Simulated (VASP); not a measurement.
A run of VASP 6.6.1 is set up as follows.

Contents of INCAR:

```
SYSTEM = Ni2O5
PREC = Accurate
ENCUT = 520
EDIFF = 1E-6
ISMEAR = -1
SIGMA = 0.06122561905347299
LREAL = .FALSE.
LASPH = .TRUE.
NELM = 100
ALGO = Normal
ISIF = 2
LWAVE = .FALSE.
LCHARG = .FALSE.
GGA = PE
NBANDS = 63
KPAR = 4
```

KPOINTS

```
regular mesh
0
G
  22 22 22
  0 0 0
```

File POSCAR:

```
Ni2O5
1.0
    5.0489551405      0.0000000000      0.0000000000
    0.0000000000      5.0489551405      0.0000000000
    0.0000000000      0.0000000000      5.0489551405
Ni O
4 10
Direct
    0.0000000000      0.0000000000      0.0000000000
    0.5000000000      0.5000000000      0.0000000000
    0.5000000000      0.0000000000      0.5000000000
    0.0000000000      0.5000000000      0.5000000000
    0.5000000000      0.0000000000      0.0000000000
    0.0000000000      0.5000000000      0.0000000000
    0.0000000000      0.0000000000      0.5000000000
    0.5000000000      0.5000000000      0.5000000000
    0.7500000000      0.7500000000      0.2500000000
    0.7500000000      0.2500000000      0.7500000000
    0.2500000000      0.7500000000      0.7500000000
    0.7500000000      0.2500000000      0.2500000000
    0.2500000000      0.7500000000      0.2500000000
    0.2500000000      0.2500000000      0.7500000000
```

Potentials or basis: VASP PAW PBE potentials, release 64 (Ni, O).

Command:

```console
$ cat potpaw_PBE.64/Ni/POTCAR potpaw_PBE.64/O/POTCAR > POTCAR
$ mpirun -np 4 vasp_std > vasp.out
```

Estimate the band gap on the k mesh.

zero (bands 50 and 51 overlap by 0.39 eV).

Predict the pressure.

-9.1 GPa.

Caveat: the cell stands under tension; the run has no spin polarisation, though such a crystal can be magnetic; semilocal functionals often make such compounds metallic where correlation or magnetic order opens a gap, which also shifts bond lengths. With open d or f shells a metallic result of PBE can be an artefact of self-interaction; +U or a hybrid may open a gap.
